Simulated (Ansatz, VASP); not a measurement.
# Two plane-wave programs on LaMn3

The input INCAR:

```
PREC     = Accurate       # precision mode
ENCUT    = 520            # plane-wave cutoff, eV
EDIFF    = 1E-7           # SCF threshold, eV
ISMEAR   = 0              # smearing method
SIGMA    = 0.05           # smearing width, eV
LREAL    = False          # projectors in reciprocal space
LASPH    = True           # aspherical terms in the spheres
NELM     = 150            # most SCF steps
ALGO     = Normal         # electronic algorithm
ISIF     = 2              # what is computed and relaxed
LWAVE    = False          # write WAVECAR
LCHARG   = True           # write CHGCAR
ISPIN    = 2              # spin polarisation
MAGMOM   = 0 3.56 3.56 3.56 # initial moments
LORBIT   = 11             # projections on sites
LMAXMIX  = 6              # l up to which the mixer works
GGA      = PE             # functional
LELF     = True           # ELF
LVHAR    = True         
NBANDS   = 37             # bands
```

Contents of KPOINTS:

```
Automatic mesh
0
Gamma
  8 8 8
```

The input POSCAR:

```
LaMn3
1.0
    4.1923238042      0.0000000000      0.0000000000
    0.0000000000      4.1923238042      0.0000000000
    0.0000000000      0.0000000000      4.1923238042
La Mn
1 3
Direct
    0.0000000000      0.0000000000      0.0000000000
    0.0000000000      0.5000000000      0.5000000000
    0.5000000000      0.5000000000      0.0000000000
    0.5000000000      0.0000000000      0.5000000000
```

Input for Ansatz:

```yaml
crystal:
  lattice:
    - [4.1923238042, 0.0, 0.0]
    - [0.0, 4.1923238042, 0.0]
    - [0.0, 0.0, 4.1923238042]
  atoms:
    - { symbol: La, position: [0.0, 0.0, 0.0] }
    - { symbol: Mn, position: [0.0, 0.5, 0.5], spin: 3.56 }
    - { symbol: Mn, position: [0.5, 0.5, 0.0], spin: 3.56 }
    - { symbol: Mn, position: [0.5, 0.0, 0.5], spin: 3.56 }
basis:
  ecutwfc: 420
  ecutrho_ratio: 4
kpoints:
  mp_grid: { grid: [8, 8, 8] }
hamiltonian:
  xc: pbe
scf:
  occupations: { method: gaussian, width: 0.05 }
output:
  forces: true
  stress: true
  eigenvalues: true
  populations: true
magnetization:
  spin_polarized: true
```

Alike in both runs: task single point; functional PBE; k mesh 8 × 8 × 8; occupations gaussian, width 0.05 eV; collinear spin.

```csv
,VASP,Ansatz
version,VASP 6.6.1,Ansatz 0.2.0
potentials or method,"VASP PAW PBE potentials, release 64 (La, Mn_pv), cutoff 520 eV","scalar-relativistic, plane waves, PAW"
valence electrons in the cell,50,56
```

|  | VASP | Ansatz | Ansatz less VASP |
| --- | --- | --- | --- |
| gap on the k mesh at the Fermi level (eV) | none | none | - |
| pressure (GPa) | -0.6 | -0.7 | -0.12 |
| net moment per atom (μB) | 2.41 | 2.42 | +0.004 |
| size of the moment on the site where the two differ most (μB) | 0.21 | 0.15 | -0.066 |

Site moments also hang on the region over which each program counts them. A gap of «none» marks a metal or a gap that the smearing closes. VASP's potentials hold 50 valence electrons a cell and Ansatz's 56, so a difference there can come from the potentials and not from the codes.

Neither program's run includes spin-orbit coupling.
